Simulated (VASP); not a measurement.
Input of a VASP 6.6.1 run:

The input POSCAR:

```
BAs
1.0
    0.0000000000      2.5795800000      2.2929600000
    2.5795800000      0.0000000000      2.2929600000
    2.5795800000      2.5795800000      0.0000000000
B As
1 1
Direct
    0.0000000000      0.0000000000      0.0000000000
    0.7500000000      0.7500000000      0.7500000000
```

File INCAR.step1:

```
PREC = Accurate
ENCUT = 520
ISMEAR = 0
SIGMA = 0.05
LREAL = False
LASPH = True
NELM = 60
NBANDS = 11
GGA = PE
ALGO = Normal
EDIFF = 1E-4
LWAVE = True
LCHARG = False
```

INCAR.step2

```
PREC = Accurate
ENCUT = 520
EDIFF = 1E-6
ISMEAR = 0
SIGMA = 0.05
LREAL = False
LASPH = True
NELM = 60
ALGO = Normal
ISIF = 2
LWAVE = False
LCHARG = True
METAGGA = R2SCAN
LMIXTAU = True
LELF = True
LVHAR = True
NBANDS = 11
ISTART = 1
```

Contents of KPOINTS:

```
regular mesh
0
Gamma
  10 10 10
```

Potentials or basis: VASP PAW PBE potentials, release 64 (B, As).

Run with:

```sh
$ cat potpaw_PBE.64/B/POTCAR potpaw_PBE.64/As/POTCAR > POTCAR
$ cp INCAR.step1 INCAR
$ mpirun -np 1 vasp_std > vasp.out
$ cp INCAR.step2 INCAR
$ mpirun -np 1 vasp_std > vasp.out
```

**Question.** Predict the pressure.

**Answer.** -12.2 GPa.

**Question.** Predict the band gap on the k mesh.

**Answer.** Zero (band 4 reaches 5.49 eV, above the bottom of band 5 at 5.35 eV).

Stress tensor (GPa, compression positive):
```
-18.61   0.00   0.00
  0.00 -18.61   0.00
  0.00   0.00   0.77
```

Caveat: the cell differs from its parent crystal (strain +0.080 along x and y, -0.040 along z); the PAW data sets were made with another functional, which shifts forces and pressure a little.
